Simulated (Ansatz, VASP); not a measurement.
# MoS: VASP beside Ansatz

The input INCAR:

```
SYSTEM = MoS
PREC = Accurate
ENCUT = 520
EDIFF = 1E-7
ISMEAR = 0
SIGMA = 0.05
LREAL = .False.
LASPH = .True.
NELM = 150
ALGO = Normal
ISIF = 2
LWAVE = .False.
LCHARG = .True.
ISPIN = 2
MAGMOM = 3.5 0
LORBIT = 11
LMAXMIX = 4
LDAU = .True.
LDAUTYPE = 2
LDAUL = 2 -1
LDAUU = 4 0
LDAUJ = 0 0
LDAUPRINT = 1
GGA = PS
LELF = .True.
LVHAR = .True.
NBANDS = 21
```

File KPOINTS:

```
Automatic mesh
0
Gamma
  14 14 14
  0 0 0
```

The input POSCAR:

```
MoS
1.0
    0.0000000000      2.4478204267      2.4478204267
    2.4478204267      0.0000000000      2.4478204267
    2.4478204267      2.4478204267      0.0000000000
Mo S
1 1
Direct
    0.0000000000      0.0000000000      0.0000000000
    0.5000000000      0.5000000000      0.5000000000
```

Input for Ansatz:

```yaml
crystal:
  lattice:
    - [0.0, 2.4478204267, 2.4478204267]
    - [2.4478204267, 0.0, 2.4478204267]
    - [2.4478204267, 2.4478204267, 0.0]
  atoms:
    - { symbol: Mo, position: [0.0, 0.0, 0.0], spin: 3.5 }
    - { symbol: S, position: [0.5, 0.5, 0.5] }
basis:
  ecutwfc: 420
kpoints:
  mp_grid: { grid: [14, 14, 14] }
hamiltonian:
  xc: pbesol
  hubbard: { sites: [{ species: Mo, l: d, u_eff: 4.0 }] }
scf:
  occupations: { method: gaussian, width: 0.05 }
output:
  forces: true
  stress: true
  eigenvalues: true
  populations: true
magnetization:
  spin_polarized: true
```

Alike in both runs: task single point; functional PBEsol; k mesh 14 × 14 × 14; occupations gaussian, width 0.05 eV; collinear spin; Hubbard terms Mo d U = 4.0 eV.

|  | VASP | Ansatz |
| --- | --- | --- |
| version | VASP 6.6.1 | Ansatz 0.2.0 |
| potentials or method | VASP PAW PBE potentials, release 64 (Mo_sv, S), cutoff 520 eV | scalar-relativistic, plane waves, PAW |
| valence electrons in the cell | 20 | 20 |

Ansatz gave:

```
gap on the k mesh at the Fermi level (eV)                     : none
pressure (GPa)                                                : 24.2
net moment per atom (μB)                                      : 1.38
size of the moment on the site where the two differ most (μB) : 1.98
```

Problem. Which values does VASP return?

Solution. gap on the k mesh at the Fermi level (eV): none; pressure (GPa): 26.1; net moment per atom (μB): 1.35; size of the moment on the site where the two differ most (μB): 2.51.

VASP's potentials were made for PBE, not for PBEsol. Site moments also hang on the region over which each program counts them. The programs project onto different local orbitals, so the same U acts differently, and such runs can settle in different states. A gap of «none» marks a metal or a gap that the smearing closes. Ansatz's warnings: filled band counts differ across k points.
